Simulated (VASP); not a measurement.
# NaCl (Pm-3m) in VASP: notebook

The runs below take NaCl through single point, with PBEsol.

Everything below comes from runs of VASP 6.6.1. Logs are shortened: lines on timing, memory, paths and dates and some standing lists are left out, and cuts for length are marked.

### Step 1. The cell of the first run

It takes space group Pm-3m (No. 221, cubic). The conventional cell has a = 3.492 Å, b = 3.492 Å, c = 3.492 Å, α = 90.00°, β = 90.00°, γ = 90.00°. Na (site symmetry m-3m) has 8 Cl at 3.02 Å and 6 Na at 3.49 Å within 4.0 Å. Within 4.0 Å of Cl (site symmetry m-3m) lie 8 Na at 3.02 Å and 6 Cl at 3.49 Å.

### Step 2. Single point, PBEsol

Contents of INCAR:

```
  PREC = Accurate
  ENCUT = 520
  EDIFF = 1E-6
  ISMEAR = 0
  SIGMA = 0.05
  LREAL = F
  LASPH = T
  NELM = 60
  ALGO = Normal
  ISIF = 2
  LWAVE = F
  LCHARG = T
  GGA = PS
  LELF = T
  LVHAR = T
  NBANDS = 14
```

Contents of KPOINTS:

```
Automatic mesh
0
Gamma
  8 8 8
```

Contents of POSCAR:

```
NaCl
1.0
    3.4918475029      0.0000000000      0.0000000000
    0.0000000000      3.4918475029      0.0000000000
    0.0000000000      0.0000000000      3.4918475029
Na Cl
1 1
Direct
    0.0000000000      0.0000000000      0.0000000000
    0.5000000000      0.5000000000      0.5000000000
```

Potentials or basis: VASP PAW PBE potentials, release 64 (Na_pv, Cl).

Launch:

```
cat potpaw_PBE.64/Na_pv/POTCAR potpaw_PBE.64/Cl/POTCAR > POTCAR
mpirun -np 1 vasp_std > vasp.out
```

OUTCAR:

```text
PREC = Accurate
   ENCUT = 520
   EDIFF = 1E-6
   ISMEAR = 0
   LREAL = F
   LASPH = T
   NELM = 60
   ISIF = 2
   GGA = PS

 ion  position               nearest neighbor table
   1  0.000  0.000  0.000-
   2  0.500  0.500  0.500-

  LATTYP: Found a simple cubic cell.
 ALAT       =     3.4918475029

  Lattice vectors:

 A1 = (   3.4918475029,   0.0000000000,   0.0000000000)
 A2 = (   0.0000000000,   3.4918475029,   0.0000000000)
 A3 = (   0.0000000000,   0.0000000000,   3.4918475029)

Analysis of symmetry for initial positions (statically):
=====================================================================
 Subroutine PRICEL returns:
 Original cell was already a primitive cell.

 Routine SETGRP: Setting up the symmetry group for a
 simple cubic supercell.

 Subroutine GETGRP returns: Found 48 space group operations
 (whereof 48 operations were pure point group operations)
 out of a pool of 48 trial point group operations.

The static configuration has the point symmetry O_h .

Analysis of symmetry for dynamics (positions and initial velocities):
=====================================================================
 Subroutine PRICEL returns:
 Original cell was already a primitive cell.

 Routine SETGRP: Setting up the symmetry group for a
 simple cubic supercell.

 Subroutine GETGRP returns: Found 48 space group operations
 (whereof 48 operations were pure point group operations)
 out of a pool of 48 trial point group operations.

The dynamic configuration has the point symmetry O_h .

 Subroutine INISYM returns: Found 48 space group operations
 (whereof 48 operations are pure point group operations),
 and found     1 'primitive' translations

----------------------------------------------------------------------------------------

                                     Primitive cell

  volume of cell :      42.5761

  direct lattice vectors                    reciprocal lattice vectors
     3.491847503  0.000000000  0.000000000     0.286381349  0.000000000  0.000000000
     0.000000000  3.491847503  0.000000000     0.000000000  0.286381349  0.000000000
     0.000000000  0.000000000  3.491847503     0.000000000  0.000000000  0.286381349

  length of vectors
     3.491847503  3.491847503  3.491847503     0.286381349  0.286381349  0.286381349

  position of ions in fractional coordinates (direct lattice)
     0.000000000  0.000000000  0.000000000
     0.500000000  0.500000000  0.500000000

  ion indices of the primitive-cell ions
   primitive index   ion index
                 1           1
                 2           2

----------------------------------------------------------------------------------------

 KPOINTS: Automatic mesh

Automatic generation of k-mesh.
 Grid dimensions read from file:
 generate k-points for:    8    8    8

 Generating k-lattice:

  Cartesian coordinates                     Fractional coordinates (reciprocal lattice)
     0.035797669  0.000000000  0.000000000     0.125000000  0.000000000  0.000000000
     0.000000000  0.035797669  0.000000000     0.000000000  0.125000000  0.000000000
     0.000000000  0.000000000  0.035797669     0.000000000  0.000000000  0.125000000

  Length of vectors
     0.035797669  0.035797669  0.035797669

  Shift w.r.t. Gamma in fractional coordinates (k-lattice)
     0.000000000  0.000000000  0.000000000

 Subroutine IBZKPT returns following result:
 ===========================================

 Found     35 irreducible k-points:

 Following reciprocal coordinates:
            Coordinates               Weight
  0.000000  0.000000  0.000000      1.000000
  0.125000  0.000000  0.000000      6.000000
  0.250000  0.000000  0.000000      6.000000
  0.375000  0.000000  0.000000      6.000000
  0.500000  0.000000  0.000000      3.000000
  0.125000  0.125000  0.000000     12.000000
[... 16 lines left out ...]
  0.375000  0.375000  0.125000     24.000000
  0.500000  0.375000  0.125000     24.000000
 [... further k-points ...]
   k-points           NKPTS =     35   k-points in BZ     NKDIM =     35   number of bands    NBANDS=     14
   number of dos      NEDOS =    301   number of ions     NIONS =      2
   total plane-waves  NPLWV =  21952
   dimension x,y,z NGX =    28 NGY =   28 NGZ =   28
   dimension x,y,z NGXF=    56 NGYF=   56 NGZF=   56
   ions per type =               1   1
   NGX,Y,Z   is equivalent  to a cutoff of  13.33, 13.33, 13.33 a.u.
   NGXF,Y,Z  is equivalent  to a cutoff of  26.66, 26.66, 26.66 a.u.
 SYSTEM =  unknown system
   PREC   = accura    normal or accurate (medium, high low for compatibility)
   ISTART =      0    job   : 0-new  1-cont  2-samecut
   ICHARG =      2    charge: 1-file 2-atom 10-const
   ISPIN  =      1    spin polarized calculation?
   LNONCOLLINEAR =      F non collinear calculations
   LSORBIT =      F    spin-orbit coupling
   LASPH  =      T    aspherical Exc in radial PAW
   ENCUT  =  520.0 eV  38.22 Ry    6.18 a.u.   6.49  6.49  6.49*2*pi/ulx,y,z
   NELM   =     60;   NELMIN=  2; NELMDL= -5     # of ELM steps
   EDIFF  = 0.1E-05   stopping-criterion for ELM
   LREAL  =      F    real-space projection
   EDIFFG = 0.1E-04   stopping-criterion for IOM
   NSW    =      0    number of steps for IOM
   IBRION =     -1    ionic relax: 0-MD 1-quasi-New 2-CG
   NFREE  =      0    steps in history (QN), initial steepest desc. (CG)
   ISIF   =      2    stress and relaxation
   ISYM   =      2    0-nonsym 1-usesym 2-fastsym
   POTIM  = 0.5000    time-step for ionic-motion
   TEBEG  =    0.0;   TEEND  =   0.0 temperature during run
   PSTRESS=    0.0 pullay stress
   NELECT =      14.0000    total number of electrons
   NUPDOWN=      -1.0000    fix difference up-down
   EMIN   =  10.00;   EMAX   =-10.00  energy-range for DOS
   EFERMI =   0.00;   METHOD = LEGACY
   ISMEAR =     0;   SIGMA  =   0.05  broadening in eV -4-tet -1-fermi 0-gaus
   EFERMI_NEDOS =   21; number of points for ismear=-14 and -15
   IALGO  =     38    algorithm
   IMIX   =      4    mixing-type and parameters
     AMIX     =   0.40;   BMIX     =  1.00
     AMIX_MAG =   1.60;   BMIX_MAG =  1.00
  volume/ion in A,a.u.               =      21.29       143.66
  Fermi-wavevector in a.u.,A,eV,Ry     =   1.129958  2.135311 17.371983  1.276805
  Thomas-Fermi vector in A             =   2.266653
   LORBIT       =      0    0 simple, 1 ext, 2 COOP (PROOUT), +10 PAW based schemes
   GGA     = PS    functional components
   LHFCALC =     F    Hartree Fock is set to
   AEXX    =    0.0000 exact exchange contribution
   IVDW    =     0    specifies the selected vdW correction
   LEPSILON=     F    determine dielectric tensor
   LRPA    =     F    only Hartree local field effects (RPA)
 non-spin polarized calculation
 Gauss-broadening in eV      SIGMA  =   0.05
  energy-cutoff  :      520.00
  volume of cell :       42.58
 maximum number of plane-waves:      1189
 NGX is ok and might be reduce to    28

 number of electron      13.9999985 magnetization

 Free energy of the ion-electron system (eV)
  ---------------------------------------------------
  ext. energy  EPLUGINS =         0.00000000
  ---------------------------------------------------
  free energy    TOTEN  =        -6.72549287 eV

  energy without entropy =       -6.72549287  energy(sigma->0) =       -6.72549287

 E-fermi :   0.6912     XC(G=0):  -8.6250

 val. band max:        0.4324457795   @ k =   0.5000   0.5000   0.0000
 cond. band min:       4.2967559347   @ k =   0.0000   0.0000   0.0000
 fundamental gap:      3.8643101551
 Fermi energy:         0.6912241012

 k-point     1 :       0.0000    0.0000    0.0000
  band No.  band energies     occupation
      1     -21.4421      2.00000
      2     -21.4421      2.00000
      3     -21.4421      2.00000
      4     -12.9692      2.00000
      5      -0.0753      2.00000
      6      -0.0753      2.00000
      7      -0.0753      2.00000
      8       4.2968      0.00000
      9       8.8331      0.00000
     10       8.8331      0.00000
     11      16.0973      0.00000
     12      16.0973      0.00000
     13      16.0975      0.00000
     14      16.3755      0.00000

 k-point     2 :       0.1250    0.0000    0.0000
  band No.  band energies     occupation
      1     -21.4486      2.00000
      2     -21.4415      2.00000
      3     -21.4415      2.00000
      4     -12.9180      2.00000
      5      -0.5876      2.00000
      6      -0.0414      2.00000
      7      -0.0414      2.00000
      8       4.7541      0.00000
      9       9.0063      0.00000
     10       9.1789      0.00000
     11      14.7534      0.00000
     12      14.7534      0.00000
     13      15.6697      0.00000
     14      16.4958      0.00000

 k-point     3 :       0.2500    0.0000    0.0000
  band No.  band energies     occupation
      1     -21.4641      2.00000
      2     -21.4401      2.00000
      3     -21.4401      2.00000
      4     -12.7896      2.00000
      5      -1.5510      2.00000
      6       0.0424      2.00000
      7       0.0424      2.00000
      8       5.6632      0.00000
      9       9.5122      0.00000
     10       9.6988      0.00000
     11      13.4288      0.00000
     12      13.4288      0.00000
     13      15.4973      0.00000
     14      15.9621      0.00000
[... 324 lines left out ...]
 k-point    23 :       0.3750    0.3750    0.1250
  band No.  band energies     occupation
      1     -21.4718      2.00000
      2     -21.4704      2.00000
      3     -21.4411      2.00000
      4     -12.3675      2.00000
      5      -1.7745      2.00000
      6      -1.6386      2.00000
      7      -0.0008      2.00000
      8       6.7190      0.00000
      9       9.3036      0.00000
     10      10.3386      0.00000
     11      11.5517      0.00000
     12      13.6600      0.00000
     13      13.8885      0.00000
     14      17.3105      0.00000

 k-point    24 :       0.5000    0.3750    0.1250
  band No.  band energies     occupation
      1     -21.4767      2.00000
      2     -21.4699      2.00000
      3     -21.4405      2.00000
      4     -12.3223      2.00000
      5      -1.9609      2.00000
      6      -1.6013      2.00000
      7       0.0471      2.00000
      8       6.4020      0.00000
      9       9.7256      0.00000
     10      10.0786      0.00000
     11      11.4181      0.00000
     12      13.9116      0.00000
     13      13.9337      0.00000
     14      16.8676      0.00000

 [... further k-points ...]
[... 5 lines left out ...]
  --------------------------------------------------------------------------------------
  -------------------------------------------------------------------------------------
  Total       -0.2704066     -0.2704066     -0.2704066      0.0000000      0.0000000     -0.0000000
  in kB      -10.1756490    -10.1756490    -10.1756490      0.0000000      0.0000000     -0.0000000
  external PRESSURE =     -10.1756490 kB  Pullay stress =       0.0000000 kB

 VOLUME and BASIS-vectors are now :
 -----------------------------------------------------------------------------
  energy-cutoff  :      520.00
  volume of cell :       42.58
      direct lattice vectors                 reciprocal lattice vectors
     3.491847503  0.000000000  0.000000000     0.286381349  0.000000000  0.000000000
     0.000000000  3.491847503  0.000000000     0.000000000  0.286381349  0.000000000
     0.000000000  0.000000000  3.491847503     0.000000000  0.000000000  0.286381349

 POSITION                                       TOTAL-FORCE (eV/Angst)
 -----------------------------------------------------------------------------------
      0.00000      0.00000      0.00000         0.000000      0.000000      0.000000
      1.74592      1.74592      1.74592         0.000000      0.000000      0.000000
 -----------------------------------------------------------------------------------
    total drift:                               -0.000000      0.000000      0.000000

  FREE ENERGIE OF THE ION-ELECTRON SYSTEM (eV)
  ---------------------------------------------------
  free  energy   TOTEN  =        -6.7254928723 eV

  energy  without entropy=       -6.7254928723  energy(sigma->0) =       -6.72549287
```

It took 9.6 s on 1 thread of Intel Xeon 6975P-C (Granite Rapids), shared host; peak memory 0.15 GiB.

Results:

| Item | Value |
| --- | --- |
| Free energy | -6.7255 eV |
| Pressure | -1.0 GPa |
| Band gap on the k mesh | 3.86 eV, indirect (least direct gap 4.37 eV) |

Levels at points of the mesh, in eV from the valence-band top:
```csv
k point,band 4,band 5,band 6,band 7,band 8,band 9,band 10,band 11
"(0.00, 0.00, 0.00)",-13.40,-0.51,-0.51,-0.51,3.86,8.40,8.40,15.66
"(0.50, 0.00, 0.00)",-13.03,-3.04,-0.27,-0.27,6.77,8.55,10.38,11.79
"(0.50, 0.50, 0.00)",-12.75,-2.34,-2.34,0.00,5.42,9.75,10.93,10.93
"(0.50, 0.50, 0.50)",-12.47,-1.91,-1.91,-1.91,6.97,6.97,6.97,11.73
```

Caveat: the PAW data sets were made with another functional, which shifts forces and pressure a little.

### Step 3. Single point, PBEsol

Contents of INCAR:

```
ALGO = Normal
EDIFF = 1E-6
ENCUT = 500
GGA = PS
GGA_COMPAT = False
ISIF = 2
ISMEAR = 0
LASPH = True
LCHARG = False
LREAL = False
LWAVE = False
NBANDS = 14
NELM = 120
PREC = Accurate
SIGMA = 0.05
```

Contents of KPOINTS:

```
k-points
0
Gamma
  8 8 8
```

Contents of POSCAR:

```
NaCl
1.0
    3.4926354796      0.0000000000      0.0000000000
    0.0000000000      3.4926354796      0.0000000000
    0.0000000000      0.0000000000      3.4926354796
Na Cl
1 1
Direct
    0.0000000000      0.0000000000      0.0000000000
    0.5000000000      0.5000000000      0.5000000000
```

Potentials or basis: VASP PAW PBE potentials, release 64 (Na_pv, Cl).

Launch:

```
cat potpaw_PBE.64/Na_pv/POTCAR potpaw_PBE.64/Cl/POTCAR > POTCAR
mpirun -np 1 vasp_std > vasp.out
```

Run time: 37 s. Hardware: 1 thread of AMD EPYC 7R13, shared host; peak memory 0.13 GiB.

It converged, with:

| Item | Value |
| --- | --- |
| Free energy | -6.7253 eV |
| Pressure | -1.1 GPa |
| Band gap on the k mesh | 3.86 eV, indirect (least direct gap 4.37 eV) |

Levels at points of the mesh, in eV from the valence-band top:
```
           k point  band 4  band 5  band 6  band 7  band 8  band 9  band 10  band 11
(0.00, 0.00, 0.00)  -13.40   -0.51   -0.51   -0.51    3.86    8.40     8.40    15.66
(0.50, 0.00, 0.00)  -13.03   -3.04   -0.27   -0.27    6.77    8.54    10.38    11.79
(0.50, 0.50, 0.00)  -12.75   -2.34   -2.34    0.00    5.42    9.75    10.92    10.92
(0.50, 0.50, 0.50)  -12.47   -1.91   -1.91   -1.91    6.97    6.97     6.97    11.73
```

Caveat: the PAW data sets were made with another functional, which shifts forces and pressure a little. A k mesh can miss the band edges.
